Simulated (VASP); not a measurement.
# TiSe2 (P-3m1) in VASP: single point with PBE

Aim: the single point of TiSe2 with PBE.

Everything below comes from runs of VASP 6.6.1. Logs are shortened: lines on timing, memory, paths and dates and some standing lists are left out, and cuts for length are marked.

### 1 The cell of the first run

The structure is trigonal, space group P-3m1 (No. 164). The conventional cell has a = 3.540 Å, b = 3.540 Å, c = 6.008 Å, α = 90.00°, β = 90.00°, γ = 120.00°. Ti (site symmetry -3m) has 6 Se at 2.56 Å within 3.4 Å. Within 3.4 Å of Se (site symmetry 3m) lie 3 Ti at 2.56 Å.

### 2 Single point, PBE

INCAR reads:

```
PREC = Accurate ; ENCUT = 500
EDIFF = 1E-6 ; ISMEAR = -1
SIGMA = 0.03 ; LREAL = F
LASPH = T ; NELM = 120
ALGO = Normal ; ISIF = 2
LWAVE = F ; LCHARG = F
GGA = PE ; NBANDS = 19
GGA_COMPAT = F
```

KPOINTS reads:

```
regular mesh
0
Gamma
  24 24 12
```

POSCAR reads:

```
TiSe2
1.0
    3.5400000000      0.0000000000      0.0000000000
   -1.7700000000      3.0657299294      0.0000000000
    0.0000000000      0.0000000000      6.0080000000
Ti Se
1 2
Direct
    0.0000000000      0.0000000000      0.0000000000
    0.3333333333      0.6666666667      0.2558424484
    0.6666666667      0.3333333333     -0.2558424484
```

Potentials or basis: VASP PAW PBE potentials, release 64 (Ti_sv, Se).

Run with:

```
$ cat potpaw_PBE.64/Ti_sv/POTCAR potpaw_PBE.64/Se/POTCAR > POTCAR
$ mpirun -np 1 vasp_std > vasp.out
```

OUTCAR:

```text
PREC = Accurate
   ENCUT = 500
   EDIFF = 1E-6
   ISMEAR = -1
   LREAL = F
   LASPH = T
   NELM = 120
   ISIF = 2
   GGA = PE

 ion  position               nearest neighbor table
   1  0.000  0.000  0.000-   2 2.56   3 2.56   3 2.56   2 2.56   3 2.56   2 2.56
   2  0.333  0.667  0.256-   1 2.56   1 2.56   1 2.56
   3  0.667  0.333  0.744-   1 2.56   1 2.56   1 2.56

  LATTYP: Found a hexagonal cell.
 ALAT       =     3.5400000000
 C/A-ratio  =     1.6971751412

  Lattice vectors:

 A1 = (   3.5400000000,   0.0000000000,   0.0000000000)
 A2 = (  -1.7700000000,   3.0657299294,   0.0000000000)
 A3 = (   0.0000000000,   0.0000000000,   6.0080000000)

Analysis of symmetry for initial positions (statically):
=====================================================================
 Subroutine PRICEL returns:
 Original cell was already a primitive cell.

 Routine SETGRP: Setting up the symmetry group for a
 hexagonal supercell.

 Subroutine GETGRP returns: Found 12 space group operations
 (whereof 12 operations were pure point group operations)
 out of a pool of 24 trial point group operations.

The static configuration has the point symmetry D_3d.

Analysis of symmetry for dynamics (positions and initial velocities):
=====================================================================
 Subroutine PRICEL returns:
 Original cell was already a primitive cell.

 Routine SETGRP: Setting up the symmetry group for a
 hexagonal supercell.

 Subroutine GETGRP returns: Found 12 space group operations
 (whereof 12 operations were pure point group operations)
 out of a pool of 24 trial point group operations.

The dynamic configuration has the point symmetry D_3d.

 Subroutine INISYM returns: Found 12 space group operations
 (whereof 12 operations are pure point group operations),
 and found     1 'primitive' translations

----------------------------------------------------------------------------------------

                                     Primitive cell

  volume of cell :      65.2029

  direct lattice vectors                    reciprocal lattice vectors
     3.540000000  0.000000000  0.000000000     0.282485876  0.163093296  0.000000000
    -1.770000000  3.065729929  0.000000000     0.000000000  0.326186593  0.000000000
     0.000000000  0.000000000  6.008000000     0.000000000  0.000000000  0.166444740

  length of vectors
     3.540000000  3.540000000  6.008000000     0.326186593  0.326186593  0.166444740

  position of ions in fractional coordinates (direct lattice)
     0.000000000  0.000000000  0.000000000
     0.333333333  0.666666667  0.255842448
     0.666666667  0.333333333  0.744157552

  ion indices of the primitive-cell ions
   primitive index   ion index
                 1           1
                 2           2
                 3           3

----------------------------------------------------------------------------------------

 KPOINTS: regular mesh

Automatic generation of k-mesh.
 Grid dimensions read from file:
 generate k-points for:   24   24   12

 Generating k-lattice:

  Cartesian coordinates                     Fractional coordinates (reciprocal lattice)
     0.011770245  0.006795554  0.000000000     0.041666667  0.000000000  0.000000000
     0.000000000  0.013591108  0.000000000     0.000000000  0.041666667  0.000000000
     0.000000000  0.000000000  0.013870395     0.000000000  0.000000000  0.083333333

  Length of vectors
     0.013591108  0.013591108  0.013870395

  Shift w.r.t. Gamma in fractional coordinates (k-lattice)
     0.000000000  0.000000000  0.000000000

 Subroutine IBZKPT returns following result:
 ===========================================

 Found    667 irreducible k-points:

 Following reciprocal coordinates:
            Coordinates               Weight
  0.000000  0.000000  0.000000      1.000000
  0.041667  0.000000  0.000000      6.000000
  0.083333  0.000000  0.000000      6.000000
  0.125000  0.000000  0.000000      6.000000
  0.166667  0.000000  0.000000      6.000000
  0.208333  0.000000  0.000000      6.000000
[... 16 lines left out ...]
  0.416667  0.041667  0.000000     12.000000
  0.458333  0.041667  0.000000     12.000000
 [... further k-points ...]
   k-points           NKPTS =    667   k-points in BZ     NKDIM =    667   number of bands    NBANDS=     19
   number of dos      NEDOS =    301   number of ions     NIONS =      3
   total plane-waves  NPLWV =  37632
   dimension x,y,z NGX =    28 NGY =   28 NGZ =   48
   dimension x,y,z NGXF=    56 NGYF=   56 NGZF=   96
   ions per type =               1   2
   NGX,Y,Z   is equivalent  to a cutoff of  13.15, 13.15, 13.28 a.u.
   NGXF,Y,Z  is equivalent  to a cutoff of  26.30, 26.30, 26.56 a.u.
 SYSTEM =  unknown system
   PREC   = accura    normal or accurate (medium, high low for compatibility)
   ISTART =      0    job   : 0-new  1-cont  2-samecut
   ICHARG =      2    charge: 1-file 2-atom 10-const
   ISPIN  =      1    spin polarized calculation?
   LNONCOLLINEAR =      F non collinear calculations
   LSORBIT =      F    spin-orbit coupling
   LASPH  =      T    aspherical Exc in radial PAW
   ENCUT  =  500.0 eV  36.75 Ry    6.06 a.u.   6.45  6.45 10.95*2*pi/ulx,y,z
   NELM   =    120;   NELMIN=  2; NELMDL= -5     # of ELM steps
   EDIFF  = 0.1E-05   stopping-criterion for ELM
   LREAL  =      F    real-space projection
   EDIFFG = 0.1E-04   stopping-criterion for IOM
   NSW    =      0    number of steps for IOM
   IBRION =     -1    ionic relax: 0-MD 1-quasi-New 2-CG
   NFREE  =      0    steps in history (QN), initial steepest desc. (CG)
   ISIF   =      2    stress and relaxation
   ISYM   =      2    0-nonsym 1-usesym 2-fastsym
   POTIM  = 0.5000    time-step for ionic-motion
   TEBEG  =    0.0;   TEEND  =   0.0 temperature during run
   PSTRESS=    0.0 pullay stress
   NELECT =      24.0000    total number of electrons
   NUPDOWN=      -1.0000    fix difference up-down
   EMIN   =  10.00;   EMAX   =-10.00  energy-range for DOS
   EFERMI =   0.00;   METHOD = LEGACY
   ISMEAR =    -1;   SIGMA  =   0.03  broadening in eV -4-tet -1-fermi 0-gaus
   EFERMI_NEDOS =   21; number of points for ismear=-14 and -15
   IALGO  =     38    algorithm
   IMIX   =      4    mixing-type and parameters
     AMIX     =   0.40;   BMIX     =  1.00
     AMIX_MAG =   1.60;   BMIX_MAG =  1.00
  volume/ion in A,a.u.               =      21.73       146.67
  Fermi-wavevector in a.u.,A,eV,Ry     =   1.173247  2.217116 18.728544  1.376509
  Thomas-Fermi vector in A             =   2.309663
   LORBIT       =      0    0 simple, 1 ext, 2 COOP (PROOUT), +10 PAW based schemes
   GGA     = PE    functional components
   LHFCALC =     F    Hartree Fock is set to
   AEXX    =    0.0000 exact exchange contribution
   IVDW    =     0    specifies the selected vdW correction
   LEPSILON=     F    determine dielectric tensor
   LRPA    =     F    only Hartree local field effects (RPA)
 non-spin polarized calculation
  energy-cutoff  :      500.00
  volume of cell :       65.20
 maximum number of plane-waves:      1678
 NGX is ok and might be reduce to    28
   NGX = 13   NGY = 13   NGZ = 21

 number of electron      24.0000000 magnetization

 Free energy of the ion-electron system (eV)
  ---------------------------------------------------
  ext. energy  EPLUGINS =         0.00000000
  ---------------------------------------------------
  free energy    TOTEN  =       -18.17573817 eV

  energy without entropy =      -18.17300478  energy(sigma->0) =      -18.17437148

 E-fermi :   4.7730     XC(G=0):  -9.9868

 val. band max:        4.7726439701   @ k =  -0.0417   0.4167   0.3333
 cond. band min:       4.7767314118   @ k =   0.0000   0.3333   0.3333
 fundamental gap:      0.0040874417
 Fermi energy:         4.7730456649

 k-point     1 :       0.0000    0.0000    0.0000
  band No.  band energies     occupation
      1     -52.8700      2.00000
      2     -29.0926      2.00000
      3     -29.0835      2.00000
      4     -29.0835      2.00000
      5      -9.1641      2.00000
      6      -7.7452      2.00000
[... 11 lines left out ...]
     18      10.4119      0.00000
     19      10.5701      0.00000

 k-point     2 :       0.0417    0.0000    0.0000
  band No.  band energies     occupation
      1     -52.8698      2.00000
      2     -29.0923      2.00000
      3     -29.0850      2.00000
      4     -29.0838      2.00000
      5      -9.1453      2.00000
      6      -7.7387      2.00000
[... 11 lines left out ...]
     18      10.5725      0.00000
     19      10.6887      0.00000

 k-point     3 :       0.0833    0.0000    0.0000
  band No.  band energies     occupation
      1     -52.8695      2.00000
      2     -29.0914      2.00000
      3     -29.0893      2.00000
      4     -29.0848      2.00000
      5      -9.0896      2.00000
      6      -7.7198      2.00000
[... 11 lines left out ...]
     18      10.9467      0.00000
     19      11.0341      0.00000

 k-point     4 :       0.1250    0.0000    0.0000
  band No.  band energies     occupation
      1     -52.8689      2.00000
      2     -29.0962      2.00000
      3     -29.0899      2.00000
      4     -29.0864      2.00000
      5      -8.9986      2.00000
      6      -7.6895      2.00000
[... 11 lines left out ...]
     18      11.3594      0.00000
     19      11.5364      0.00000

 k-point     5 :       0.1667    0.0000    0.0000
  band No.  band energies     occupation
      1     -52.8682      2.00000
      2     -29.1052      2.00000
      3     -29.0884      2.00000
      4     -29.0879      2.00000
      5      -8.8753      2.00000
      6      -7.6502      2.00000
[... 11 lines left out ...]
     18      11.7148      0.00000
     19      12.0013      0.00000

 k-point     6 :       0.2083    0.0000    0.0000
  band No.  band energies     occupation
      1     -52.8673      2.00000
      2     -29.1157      2.00000
      3     -29.0908      2.00000
      4     -29.0857      2.00000
      5      -8.7239      2.00000
      6      -7.6046      2.00000
[... 11 lines left out ...]
     18      11.8534      0.00000
     19      12.3067      0.00000

 k-point     7 :       0.2500    0.0000    0.0000
  band No.  band energies     occupation
      1     -52.8663      2.00000
      2     -29.1268      2.00000
      3     -29.0933      2.00000
      4     -29.0833      2.00000
      5      -8.5503      2.00000
      6      -7.5569      2.00000
[... 11 lines left out ...]
     18      11.7780      0.00000
     19      12.3779      0.00000

 k-point     8 :       0.2917    0.0000    0.0000
  band No.  band energies     occupation
      1     -52.8654      2.00000
      2     -29.1380      2.00000
      3     -29.0959      2.00000
      4     -29.0808      2.00000
      5      -8.3621      2.00000
      6      -7.5119      2.00000
[... 256 lines left out ...]
 k-point    20 :       0.2917    0.0417    0.0000
  band No.  band energies     occupation
      1     -52.8649      2.00000
      2     -29.1433      2.00000
      3     -29.0978      2.00000
      4     -29.0795      2.00000
      5      -8.2553      2.00000
      6      -7.4892      2.00000
[... 11 lines left out ...]
     18      11.6503      0.00000
     19      12.1322      0.00000

 k-point    21 :       0.3333    0.0417    0.0000
  band No.  band energies     occupation
      1     -52.8641      2.00000
      2     -29.1528      2.00000
      3     -29.1001      2.00000
      4     -29.0774      2.00000
      5      -8.0645      2.00000
      6      -7.4598      2.00000
[... 11 lines left out ...]
     18      11.4977      0.00000
     19      11.8445      0.00000

 k-point    22 :       0.3750    0.0417    0.0000
  band No.  band energies     occupation
      1     -52.8634      2.00000
      2     -29.1606      2.00000
      3     -29.1020      2.00000
      4     -29.0757      2.00000
      5      -7.8854      2.00000
      6      -7.4492      2.00000
[... 11 lines left out ...]
     18      11.3551      0.00000
     19      11.6663      0.00000

 k-point    23 :       0.4167    0.0417    0.0000
  band No.  band energies     occupation
      1     -52.8629      2.00000
      2     -29.1660      2.00000
      3     -29.1033      2.00000
      4     -29.0745      2.00000
      5      -7.7298      2.00000
      6      -7.4646      2.00000
[... 11 lines left out ...]
     18      11.2197      0.00000
     19      11.6108      0.00000

 k-point    24 :       0.4583    0.0417    0.0000
  band No.  band energies     occupation
      1     -52.8627      2.00000
      2     -29.1689      2.00000
      3     -29.1040      2.00000
      4     -29.0739      2.00000
      5      -7.6097      2.00000
      6      -7.5097      2.00000
[... 11 lines left out ...]
     18      11.1391      0.00000
     19      11.6054      0.00000

 [... further k-points ...]
[... 5 lines left out ...]
  --------------------------------------------------------------------------------------
  -------------------------------------------------------------------------------------
  Total        0.3179319      0.3179319      0.8104341      0.0000000      0.0000000      0.0000000
  in kB        7.8122772      7.8122772     19.9141249      0.0000000      0.0000000      0.0000000
  external PRESSURE =      11.8462264 kB  Pullay stress =       0.0000000 kB

 VOLUME and BASIS-vectors are now :
 -----------------------------------------------------------------------------
  energy-cutoff  :      500.00
  volume of cell :       65.20
      direct lattice vectors                 reciprocal lattice vectors
     3.540000000  0.000000000  0.000000000     0.282485876  0.163093296  0.000000000
    -1.770000000  3.065729929  0.000000000     0.000000000  0.326186593  0.000000000
     0.000000000  0.000000000  6.008000000     0.000000000  0.000000000  0.166444740

 POSITION                                       TOTAL-FORCE (eV/Angst)
 -----------------------------------------------------------------------------------
      0.00000      0.00000      0.00000        -0.000000      0.000000      0.000000
     -0.00000      2.04382      1.53710         0.000000     -0.000000      0.018010
      1.77000      1.02191      4.47090        -0.000000      0.000000     -0.018010
 -----------------------------------------------------------------------------------
    total drift:                                0.000000     -0.000000     -0.000000

  FREE ENERGIE OF THE ION-ELECTRON SYSTEM (eV)
  ---------------------------------------------------
  free  energy   TOTEN  =       -18.1757381707 eV

  energy  without entropy=      -18.1730047845  energy(sigma->0) =      -18.17437148
```

Wall time 8.6 min (1 thread of AMD EPYC 9R45 (Zen 5), shared host); peak memory 0.77 GiB.

Results:

* Free energy: -18.1757 eV
* Pressure: 1.2 GPa
* Largest force: 0.018 eV/Å
* Band gap on the k mesh: zero (band 12 reaches 5.21 eV, above the bottom of band 13 at 4.60 eV)

Forces in eV/Å, atoms in the order of the input:
```
Ti   0.000  0.000  0.000
Se   0.000  0.000  0.018
Se   0.000  0.000 -0.018
```

Stress tensor (GPa, compression positive):
```
0.78 0.00 0.00
0.00 0.78 0.00
0.00 0.00 1.99
```

Levels at points of the mesh, in eV from the Fermi level:
```
           k point  band 9  band 10  band 11  band 12  band 13  band 14  band 15  band 16
(0.00, 0.00, 0.00)   -2.30     0.19     0.44     0.44     0.47     0.47     0.63     3.28
(0.50, 0.00, 0.00)   -2.75    -2.70    -2.28    -1.39     0.08     1.32     1.71     3.16
(0.00, 0.00, 0.50)   -2.25    -2.25     0.25     0.25     0.43     0.43     1.20     3.60
(0.50, 0.00, 0.50)   -2.70    -2.49    -1.20    -0.98    -0.17     1.32     1.68     3.05
```

Caveat: this functional lacks dispersion, which binds the layers, so the pressure and a relaxed spacing across them are unreliable.
